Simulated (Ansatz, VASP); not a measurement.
One calculation of Ta, two programs

INCAR

```
SYSTEM = Ta
  PREC = Accurate
  ENCUT = 520
  EDIFF = 1E-6
  ISMEAR = 0
  SIGMA = 0.15
  LREAL = .False.
  LASPH = .True.
  NELM = 100
  ALGO = Fast
  ISIF = 2
  LWAVE = .False.
  LCHARG = .False.
  GGA = PE
  NBANDS = 12
```

Contents of KPOINTS:

```
regular mesh
0
Gamma
  18 18 18
  0 0 0
```

File POSCAR:

```
Ta
1.0
   -1.6138477708      1.6594835689      1.4105610336
    1.6138477708     -1.6594835689      1.4105610336
    1.6138477708      1.6594835689     -1.4105610336
Ta
1
Direct
    0.0000000000      0.0000000000      0.0000000000
```

Input for Ansatz:

```yaml
crystal:
  lattice:
    - [-1.6138477708, 1.6594835689, 1.4105610336]
    - [1.6138477708, -1.6594835689, 1.4105610336]
    - [1.6138477708, 1.6594835689, -1.4105610336]
  atoms:
    - { symbol: Ta, position: [0.0, 0.0, 0.0] }
basis:
  ecutwfc: 420
kpoints:
  mp_grid: { grid: [18, 18, 18] }
hamiltonian:
  xc: pbe
  pseudopotentials: { kind: paw, azcp: { folder: soft_1 } }
scf:
  occupations: { method: gaussian, width: 0.15 }
output:
  forces: true
  stress: true
  eigenvalues: true
```

Change from the starting cell: normal strain along x -0.0275, normal strain along z -0.1500.

Alike in both runs: task single point; functional PBE; k mesh 18 × 18 × 18; occupations gaussian, width 0.15 eV; no spin polarisation.

|  | VASP | Ansatz |
| --- | --- | --- |
| version | VASP 6.6.1 | Ansatz 0.2.0 |
| potentials or method | VASP PAW PBE potentials, release 64 (Ta_pv), cutoff 520 eV | scalar-relativistic, plane waves, PAW |
| valence electrons in the cell | 11 | 13 |

|  | VASP | Ansatz | Ansatz less VASP |
| --- | --- | --- | --- |
| gap on the k mesh at the Fermi level (eV) | none | none | - |
| pressure (GPa) | 56.8 | 56.1 | -0.71 |
| traceless stress, the component that is largest in VASP (GPa) | 16.37 | 16.31 | -0.061 |

A gap of «none» marks a metal or a gap that the smearing closes. Both programs put the cell under a high pressure, so it lies far from rest at this level. The functional is the same, so the differences come from potentials, cutoffs and numerics. VASP's potentials hold 11 valence electrons a cell and Ansatz's 13, so a difference there can come from the potentials and not from the codes.

Spin-orbit coupling is off throughout.
